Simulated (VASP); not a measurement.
Set up this calculation in VASP 6.6.1, as the native input.

```yaml
Task: single point
Functional: PBE
Dispersion: D3(BJ)
Potentials_or_basis: VASP PAW PBE potentials, release 64 (Ga_d, As, O, C)
Cutoff: 520 eV
k_mesh: 7 × 5 × 1
Occupations: gaussian, width 0.05 eV
Spin: no spin polarisation
Dipole_correction: yes
Further_INCAR_settings: ALGO = Normal; EDIFF = 1e-06; NBANDS = 42
```

The structure of Ga3As3CO lies in POSCAR:

```
Ga3As3CO
1.0
    4.0137031111      0.0000000000      0.0000000000
    0.0000000000      5.6762333751      0.0000000000
    0.0000000000      0.0000000000     23.3352699083
Ga As O C
3 3 1 1
Direct
    0.5000000000      0.5000000000      0.1714143447
    0.0000000000      0.0653835255      0.2680035048
    0.5000000000      0.4894639609      0.3228546357
    0.0000000000      0.2500000000      0.1714143447
    0.5000000000      0.8102208698      0.2504948966
    0.0000000000      0.2887573198      0.3593388866
    0.0000000000      0.6220906532      0.4836142866
    0.0000000000      0.6220906532      0.5328959107
```

One way to write it, as run:

INCAR

```
ALGO     = Normal         # electronic algorithm
DIPOL    = 0.5 0.5 0.320
EDIFF    = 1E-6           # SCF threshold, eV
ENCUT    = 520            # plane-wave cutoff, eV
GGA      = PE             # functional
IDIPOL   = 3            
ISIF     = 2              # what is computed and relaxed
ISMEAR   = 0              # smearing method
IVDW     = 12             # dispersion correction
LASPH    = T              # aspherical terms in the spheres
LCHARG   = F              # write CHGCAR
LDIPOL   = T            
LREAL    = F              # projectors in reciprocal space
LWAVE    = F              # write WAVECAR
NBANDS   = 42             # bands
NELM     = 100            # most SCF steps
PREC     = Accurate       # precision mode
SIGMA    = 0.05           # smearing width, eV
```

KPOINTS

```
k-points
0
Gamma
  7 5 1
```

Potentials or basis: VASP PAW PBE potentials, release 64 (Ga_d, As, O, C).

Command:

```bash
$ cat potpaw_PBE.64/Ga_d/POTCAR potpaw_PBE.64/As/POTCAR potpaw_PBE.64/O/POTCAR potpaw_PBE.64/C/POTCAR > POTCAR
$ mpirun -np 1 vasp_std > vasp.out
```

Results of the run:

```yaml
Largest_force: 1.112 eV/Å
Band_gap_on_the_k_mesh: 0.40 eV (least direct gap 0.75 eV)
Dispersion_energy_per_atom: -0.159 eV
```

Run time: 5.7 min on 1 thread of Intel(R) Xeon(R) Platinum 8488C (Sapphire Rapids), with other jobs on the host, peak memory 0.65 GiB.
